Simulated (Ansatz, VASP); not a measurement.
TaRu in VASP and in Ansatz

```
CELL_PARAMETERS angstrom
3.19759 0.00000 0.00000
0.00000 3.19759 0.00000
0.00000 0.00000 3.19759
ATOMIC_POSITIONS crystal
Ta 0.50000 0.50000 0.50000
Ru 0.00000 0.00000 0.00000
```

Change from the starting cell: volume scaled by 1.01, PAW files.

Alike in both runs: task electric field gradients; functional LDA; k mesh 13 × 13 × 13; occupations fermi-dirac, width 0.03 eV; no spin polarisation.

```csv
,VASP,Ansatz
version,VASP 6.6.1,Ansatz 0.2.0
potentials or method,"VASP PAW LDA potentials, release 64 (Ta_pv, Ru_pv)","PAW with Ansatz's default frozen-core files, scalar-relativistic"
plane-wave cutoff (eV),520,420
valence electrons in the cell,25,29
```

Ansatz gave:

- pressure (GPa): -18.4

Q: Estimate VASP's values.

A: Pressure (GPa): -17.6.

LDA's correlation is that of Perdew and Zunger in VASP and of Perdew and Wang (1992) in Ansatz. VASP's potentials hold 25 valence electrons a cell and Ansatz's 29, so a difference there can come from the potentials and not from the codes.

Spin-orbit coupling is off throughout.
